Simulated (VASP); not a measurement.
# Ta4F in VASP: single point with PBEsol

Aim: the single point of Ta4F with PBEsol.

Program: VASP 6.6.1. These are calculated values, not measurements. Logs are shortened: lines on timing, memory, paths and dates and some standing lists are left out, and cuts for length are marked.

## (1) The cell of the first run

The cell holds a slab with vacuum, 5 atoms: a = 2.841 Å, b = 2.841 Å, c = 25.959 Å, α = 90.00°, β = 90.00°, γ = 109.47°.

## (2) Single point, PBEsol

INCAR

```
PREC = Accurate
ENCUT = 520
EDIFF = 1E-6
ISMEAR = 0
SIGMA = 0.1
LREAL = F
LASPH = T
NELM = 100
ALGO = Normal
ISIF = 2
LWAVE = F
LCHARG = F
LDIPOL = T
IDIPOL = 3
DIPOL = 0.5 0.5 0.503
GGA = PS
NBANDS = 34
```

KPOINTS

```
Automatic mesh
0
Gamma
  11 11 1
```

POSCAR

```
Ta4F
1.0
    2.8410132457      0.0000000000      0.0000000000
   -0.9470044152      2.6785329753      0.0000000000
    0.0000000000      0.0000000000     25.9590328043
Ta F
4 1
Direct
    0.5000000000      0.5000000000      0.3274390099
    0.0000000000      0.0000000000      0.4167981790
    0.5000000000      0.5000000000      0.5042626520
    0.0000000000      0.0000000000      0.5983338419
    0.0000000000      0.0000000000      0.6697817618
```

Potentials or basis: VASP PAW PBE potentials, release 64 (Ta_pv, F).

Launch:

```console
cat potpaw_PBE.64/Ta_pv/POTCAR potpaw_PBE.64/F/POTCAR > POTCAR
mpirun -np 1 vasp_std > vasp.out
```

OUTCAR:

```text
PREC = Accurate
   ENCUT = 520
   EDIFF = 1E-6
   ISMEAR = 0
   LREAL = F
   LASPH = T
   NELM = 100
   ISIF = 2
   GGA = PS

 ion  position               nearest neighbor table
   1  0.500  0.500  0.327-   2 2.84   2 2.84   2 3.28   2 3.28
   2  0.000  0.000  0.417-   3 2.80   3 2.80   1 2.84   1 2.84   3 3.25   3 3.25   1 3.28   1 3.28

   3  0.500  0.500  0.504-   2 2.80   2 2.80   4 2.94   4 2.94   2 3.25   2 3.25   4 3.37   4 3.37

   4  0.000  0.000  0.598-   5 1.85   3 2.94   3 2.94   3 3.37   3 3.37
   5  0.000  0.000  0.670-   4 1.85

  LATTYP: Found a base centered orthorhombic cell.
 ALAT       =     3.2805195244
 B/A-ratio  =     1.4142135624
 C/A-ratio  =     7.9130859035

  Lattice vectors:

 A1 = (   2.8410132457,   0.0000000000,   0.0000000000)
 A2 = (  -0.9470044152,   2.6785329753,   0.0000000000)
 A3 = (   0.0000000000,   0.0000000000,  25.9590328043)

Analysis of symmetry for initial positions (statically):
=====================================================================
 Subroutine PRICEL returns:
 Original cell was already a primitive cell.

 Routine SETGRP: Setting up the symmetry group for a
 base centered orthorhombic supercell.

 Subroutine GETGRP returns: Found  4 space group operations
 (whereof  4 operations were pure point group operations)
 out of a pool of  8 trial point group operations.

The static configuration has the point symmetry C_2v.

Analysis of symmetry for dynamics (positions and initial velocities):
=====================================================================
 Subroutine PRICEL returns:
 Original cell was already a primitive cell.

 Routine SETGRP: Setting up the symmetry group for a
 base centered orthorhombic supercell.

 Subroutine GETGRP returns: Found  4 space group operations
 (whereof  4 operations were pure point group operations)
 out of a pool of  8 trial point group operations.

The dynamic configuration has the point symmetry C_2v.

 Subroutine INISYM returns: Found  4 space group operations
 (whereof  4 operations are pure point group operations),
 and found     1 'primitive' translations

----------------------------------------------------------------------------------------

                                     Primitive cell

  volume of cell :     197.5417

  direct lattice vectors                    reciprocal lattice vectors
     2.841013246  0.000000000  0.000000000     0.351987095  0.124446231  0.000000000
    -0.947004415  2.678532975  0.000000000     0.000000000  0.373338693  0.000000000
     0.000000000  0.000000000 25.959032804     0.000000000  0.000000000  0.038522236

  length of vectors
     2.841013246  2.841013246 25.959032804     0.373338693  0.373338693  0.038522236

  position of ions in fractional coordinates (direct lattice)
     0.500000000  0.500000000  0.327439010
     0.000000000  0.000000000  0.416798179
     0.500000000  0.500000000  0.504262652
     0.000000000  0.000000000  0.598333842
     0.000000000  0.000000000  0.669781762

  ion indices of the primitive-cell ions
   primitive index   ion index
                 1           1
                 2           2
                 3           3
                 4           4
                 5           5

----------------------------------------------------------------------------------------

 KPOINTS: Automatic mesh

Automatic generation of k-mesh.
 Grid dimensions read from file:
 generate k-points for:   11   11    1

 Generating k-lattice:

  Cartesian coordinates                     Fractional coordinates (reciprocal lattice)
     0.031998827  0.011313294  0.000000000     0.090909091  0.000000000  0.000000000
     0.000000000  0.033939881  0.000000000     0.000000000  0.090909091  0.000000000
     0.000000000  0.000000000  0.038522236     0.000000000  0.000000000  1.000000000

  Length of vectors
     0.033939881  0.033939881  0.038522236

  Shift w.r.t. Gamma in fractional coordinates (k-lattice)
     0.000000000  0.000000000  0.000000000

 Subroutine IBZKPT returns following result:
 ===========================================

 Found     36 irreducible k-points:

 Following reciprocal coordinates:
            Coordinates               Weight
  0.000000  0.000000  0.000000      1.000000
  0.090909 -0.000000  0.000000      4.000000
  0.181818 -0.000000  0.000000      4.000000
  0.272727 -0.000000  0.000000      4.000000
  0.363636 -0.000000  0.000000      4.000000
  0.454545  0.000000  0.000000      4.000000
[... 16 lines left out ...]
 -0.272727  0.181818  0.000000      4.000000
 -0.181818  0.181818  0.000000      2.000000
 [... further k-points ...]
   k-points           NKPTS =     36   k-points in BZ     NKDIM =     36   number of bands    NBANDS=     34
   number of dos      NEDOS =    301   number of ions     NIONS =      5
   total plane-waves  NPLWV = 112896
   dimension x,y,z NGX =    24 NGY =   24 NGZ =  196
   dimension x,y,z NGXF=    48 NGYF=   48 NGZF=  392
   ions per type =               4   1
   NGX,Y,Z   is equivalent  to a cutoff of  14.04, 14.04, 12.55 a.u.
   NGXF,Y,Z  is equivalent  to a cutoff of  28.09, 28.09, 25.10 a.u.
 SYSTEM =  unknown system
   PREC   = accura    normal or accurate (medium, high low for compatibility)
   ISTART =      0    job   : 0-new  1-cont  2-samecut
   ICHARG =      2    charge: 1-file 2-atom 10-const
   ISPIN  =      1    spin polarized calculation?
   LNONCOLLINEAR =      F non collinear calculations
   LSORBIT =      F    spin-orbit coupling
   LASPH  =      T    aspherical Exc in radial PAW
   ENCUT  =  520.0 eV  38.22 Ry    6.18 a.u.   5.28  5.28 48.27*2*pi/ulx,y,z
   NELM   =    100;   NELMIN=  2; NELMDL= -5     # of ELM steps
   EDIFF  = 0.1E-05   stopping-criterion for ELM
   LREAL  =      F    real-space projection
   EDIFFG = 0.1E-04   stopping-criterion for IOM
   NSW    =      0    number of steps for IOM
   IBRION =     -1    ionic relax: 0-MD 1-quasi-New 2-CG
   NFREE  =      0    steps in history (QN), initial steepest desc. (CG)
   ISIF   =      2    stress and relaxation
   ISYM   =      2    0-nonsym 1-usesym 2-fastsym
   POTIM  = 0.5000    time-step for ionic-motion
   TEBEG  =    0.0;   TEEND  =   0.0 temperature during run
   PSTRESS=    0.0 pullay stress
   NELECT =      51.0000    total number of electrons
   NUPDOWN=      -1.0000    fix difference up-down
   EMIN   =  10.00;   EMAX   =-10.00  energy-range for DOS
   EFERMI =   0.00;   METHOD = LEGACY
   ISMEAR =     0;   SIGMA  =   0.10  broadening in eV -4-tet -1-fermi 0-gaus
   EFERMI_NEDOS =   21; number of points for ismear=-14 and -15
   IALGO  =     38    algorithm
   IMIX   =      4    mixing-type and parameters
     AMIX     =   0.40;   BMIX     =  1.00
     AMIX_MAG =   1.60;   BMIX_MAG =  1.00
  volume/ion in A,a.u.               =      39.51       266.62
  Fermi-wavevector in a.u.,A,eV,Ry     =   1.042426  1.969900 14.784802  1.086652
  Thomas-Fermi vector in A             =   2.177091
   LORBIT       =      0    0 simple, 1 ext, 2 COOP (PROOUT), +10 PAW based schemes
   GGA     = PS    functional components
   LHFCALC =     F    Hartree Fock is set to
   AEXX    =    0.0000 exact exchange contribution
   IVDW    =     0    specifies the selected vdW correction
   LEPSILON=     F    determine dielectric tensor
   LRPA    =     F    only Hartree local field effects (RPA)
 non-spin polarized calculation
 Gauss-broadening in eV      SIGMA  =   0.10
  energy-cutoff  :      520.00
  volume of cell :      197.54
 maximum number of plane-waves:      5364
 NGX is ok and might be reduce to    24
   NGX = 11   NGY = 11   NGZ = 97

 dipolmoment           0.000000      0.000000     -0.041303 electrons x Angstroem

 number of electron      51.0000012 magnetization

 dipolmoment           0.000000      0.000000      0.090106 electrons x Angstroem

 Free energy of the ion-electron system (eV)
  ---------------------------------------------------
  ext. energy  EPLUGINS =         0.00000000
  ---------------------------------------------------
  free energy    TOTEN  =       -53.72856599 eV

  energy without entropy =      -53.70568317  energy(sigma->0) =      -53.71712458

 E-fermi :  -1.4199     XC(G=0):  -5.7782

 val. band max:       -1.4321196623   @ k =   0.4545   0.0909   0.0000
 cond. band min:      -1.4176619835   @ k =  -0.1818   0.0909   0.0000
 fundamental gap:      0.0144576788
 Fermi energy:        -1.4198698066

 k-point     1 :       0.0000    0.0000    0.0000
  band No.  band energies     occupation
      1     -36.4017      2.00000
      2     -35.7319      2.00000
      3     -35.4825      2.00000
      4     -35.2555      2.00000
      5     -35.2132      2.00000
      6     -35.0462      2.00000
[... 26 lines left out ...]
     33       2.0926      0.00000
     34       2.4356      0.00000

 k-point     2 :       0.0909   -0.0000    0.0000
  band No.  band energies     occupation
      1     -36.3905      2.00000
      2     -35.7155      2.00000
      3     -35.5271      2.00000
      4     -35.2642      2.00000
      5     -35.2494      2.00000
      6     -35.0760      2.00000
[... 26 lines left out ...]
     33       2.0266      0.00000
     34       2.2131      0.00000

 k-point     3 :       0.1818   -0.0000    0.0000
  band No.  band energies     occupation
      1     -36.3608      2.00000
      2     -35.6955      2.00000
      3     -35.6570      2.00000
      4     -35.3304      2.00000
      5     -35.3081      2.00000
      6     -35.1674      2.00000
[... 26 lines left out ...]
     33       2.0204      0.00000
     34       2.0873      0.00000
[... 704 lines left out ...]
 k-point    23 :      -0.2727    0.1818    0.0000
  band No.  band energies     occupation
      1     -36.3084      2.00000
      2     -35.8137      2.00000
      3     -35.6140      2.00000
      4     -35.5632      2.00000
      5     -35.3996      2.00000
      6     -35.2225      2.00000
[... 26 lines left out ...]
     33       1.1460      0.00000
     34       1.8877      0.00000

 k-point    24 :      -0.1818    0.1818    0.0000
  band No.  band energies     occupation
      1     -36.3403      2.00000
      2     -35.6542      2.00000
      3     -35.6120      2.00000
      4     -35.5392      2.00000
      5     -35.2147      2.00000
      6     -35.1785      2.00000
[... 26 lines left out ...]
     33       0.6175      0.00000
     34       0.9130      0.00000

 [... further k-points ...]

------------------------ aborting loop because EDIFF is reached ----------------------------------------

 vacuum level on the upper side and lower side of the slab       (xc-potential included)         0.812        -1.280

  FORCE on cell =-STRESS in cart. coord.  units (eV):
  Direction    XX          YY          ZZ          XY          YZ          ZX
  --------------------------------------------------------------------------------------
  -------------------------------------------------------------------------------------
  Total       -2.4739981     -2.4174437     -0.3995656      0.0799800      0.0000000      0.0000000
  in kB      -20.0655553    -19.6068665     -3.2407081      0.6486839      0.0000000      0.0000000
  external PRESSURE =     -14.3043766 kB  Pullay stress =       0.0000000 kB

 VOLUME and BASIS-vectors are now :
 -----------------------------------------------------------------------------
  energy-cutoff  :      520.00
  volume of cell :      197.54
      direct lattice vectors                 reciprocal lattice vectors
     2.841013246  0.000000000  0.000000000     0.351987095  0.124446231  0.000000000
    -0.947004415  2.678532975  0.000000000     0.000000000  0.373338693  0.000000000
     0.000000000  0.000000000 25.959032804     0.000000000  0.000000000  0.038522236

 POSITION                                       TOTAL-FORCE (eV/Angst)
 -----------------------------------------------------------------------------------
      0.94700      1.33927      8.50000        -0.000000      0.000000      0.365147
      0.00000      0.00000     10.81968         0.000000      0.000000     -0.380215
      0.94700      1.33927     13.09017        -0.000000      0.000000      0.002923
      0.00000      0.00000     15.53217         0.000000      0.000000     -0.228341
      0.00000      0.00000     17.38689        -0.000000      0.000000      0.240487
 -----------------------------------------------------------------------------------
    total drift:                               -0.000000     -0.000000     -0.000152

  FREE ENERGIE OF THE ION-ELECTRON SYSTEM (eV)
  ---------------------------------------------------
  free  energy   TOTEN  =       -53.7285659891 eV

  energy  without entropy=      -53.7056831747  energy(sigma->0) =      -53.71712458

 vacuum level on the upper side and lower side of the slab         5.453         3.321
```

It used 420 s of CPU time on 1 thread of AMD EPYC 7R13 Processor (Zen 3), with other jobs on the host.

Results:

```yaml
Free_energy: -53.7286 eV
Largest_force: 0.380 eV/Å
```

Forces on the atoms (eV/Å):
```
Ta   0.000  0.000  0.365
Ta   0.000  0.000 -0.380
Ta   0.000  0.000  0.003
Ta   0.000  0.000 -0.228
F    0.000  0.000  0.240
```

Caveat: the PAW data sets were made with another functional, which shifts forces and pressure a little; spin-orbit coupling is left out, which moves the levels of the heavy elements; an odd number of electrons without spin polarisation forces a metal; a magnetic or distorted state may lie lower.
